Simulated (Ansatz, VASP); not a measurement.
Two plane-wave programs on Zr

File INCAR:

```
PREC = Accurate
ENCUT = 520
EDIFF = 1E-8
ISMEAR = -1
SIGMA = 0.03
LREAL = False
LASPH = True
NELM = 80
ALGO = Normal
ISIF = 2
LWAVE = False
LCHARG = False
GGA = RP
LEFG = True
NBANDS = 19
```

KPOINTS

```
Automatic mesh
0
Gamma
  13 13 7
```

Contents of POSCAR:

```
Zr
1.0
    3.2953868297      0.0000000000      0.0000000000
   -1.6476934148      2.8538887098      0.0000000000
    0.0000000000      0.0000000000      5.2479471970
Zr
2
Direct
    0.3333333333      0.6666666667      0.2500000000
    0.6666666667      0.3333333333      0.7500000000
```

Input for Ansatz:

```yaml
crystal:
  lattice:
    - [3.2953868297, 0.0, 0.0]
    - [-1.6476934148, 2.8538887098, 0.0]
    - [0.0, 0.0, 5.247947197]
  atoms:
    - { symbol: Zr, position: [0.3333333333, 0.6666666667, 0.25] }
    - { symbol: Zr, position: [0.6666666667, 0.3333333333, 0.75] }
kpoints:
  mp_grid: { grid: [13, 13, 7] }
scf:
  occupations: { method: fermi_dirac, width: 0.03 }
hamiltonian:
  xc: rpbe
  pseudopotentials: { kind: paw }
output:
  forces: true
  stress: true
  eigenvalues: true
  efg: { contact_densities: true }
basis:
  ecutrho_ratio: 12
```

Alike in both runs: task electric field gradients; functional RPBE; k mesh 13 × 13 × 7; occupations fermi-dirac, width 0.03 eV; no spin polarisation.

|  | VASP | Ansatz |
| --- | --- | --- |
| version | VASP 6.6.1 | Ansatz 0.2.0 |
| potentials or method | VASP PAW PBE potentials, release 64 (Zr_sv) | PAW with Ansatz's default frozen-core files, scalar-relativistic |
| plane-wave cutoff (eV) | 520 | 420 |
| valence electrons in the cell | 24 | 24 |

VASP gave:

```
gap on the k mesh at the Fermi level (eV)                     : none
pressure (GPa)                                                : -2.5
traceless stress, the component that is largest in VASP (GPa) : 0.31
```

Problem. What did Ansatz give for the same quantities?

Solution. gap on the k mesh at the Fermi level (eV): none; pressure (GPa): -2.5; traceless stress, the component that is largest in VASP (GPa): 0.32.

VASP's potentials were made for PBE, not for RPBE. A gap of «none» marks a metal or a gap that the smearing closes.
